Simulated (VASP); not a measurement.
The system is SnAs2.

```
Sn As
1.0
     2.59497    1.49821    3.36127
    -2.59497    1.49821    3.36127
     0.00000   -2.99641    3.36127
Sn As
1 2
Cartesian
  0.0000 0.0000 5.0419
  0.0000 0.0000 8.7125
  0.0000 0.0000 1.3713
```

The cell was generated, and may not be a known phase.

* Program: VASP 6.6.1
* Task: relaxation of cell and atoms
* Functional: PBE
* Potentials or basis: VASP PAW PBE potentials, release 64 (Sn_d, As)
* Cutoff: 600 eV
* k mesh: 6 × 6 × 6
* Occupations: gaussian, width 0.1 eV
* Spin: no spin polarisation

At the start: pressure -3.2 GPa; volume 26.14 Å³/atom.

How do energy, volume and symmetry change on relaxing?

Over 22 steps the energy falls by 163.2 meV/atom and the volume is 22.65 Å³/atom (-13.3 %); space group R-3m (No. 166, to 0.1 Å) before and after.

Step by step:
```csv
step,energy change (eV),largest force (eV/Å),pressure (GPa),volume (Å³)
1,0.0000,0.3631,-3.19,78.41
2,-0.1217,0.0299,0.28,72.61
3,-0.1246,0.1292,0.99,71.76
4,-0.1545,0.2903,0.55,72.35
5,-0.2295,0.8897,-0.61,73.86
6,-0.2448,0.9358,-0.87,73.96
7,-0.2604,1.0377,-1.40,74.17
8,-0.2910,0.9279,-1.66,73.84
9,-0.3484,0.5310,-1.98,72.84
10,-0.4078,0.3837,-1.79,71.81
11,-0.4614,0.2127,-1.03,69.91
12,-0.4692,0.1979,-0.52,69.11
13,-0.4697,0.1977,-0.24,68.73
14,-0.4698,0.1965,-0.33,68.84
15,-0.4735,0.1832,-0.02,68.48
16,-0.4770,0.1505,0.61,67.80
17,-0.4801,0.1172,0.27,68.10
18,-0.4816,0.0246,-0.66,69.01
19,-0.4824,0.0632,-0.31,68.66
20,-0.4852,0.0569,-0.38,68.65
21,-0.4891,0.0236,-0.46,68.63
22,-0.4896,0.0197,0.23,67.94
```

Final structure:
```
Sn As
1.0
     2.62861    1.51763    2.83848
    -2.62861    1.51763    2.83848
     0.00000   -3.03526    2.83848
Sn As
1 2
Direct
  0.50000 0.50000 0.50000
  0.83386 0.83386 0.83386
  0.16614 0.16614 0.16614
```
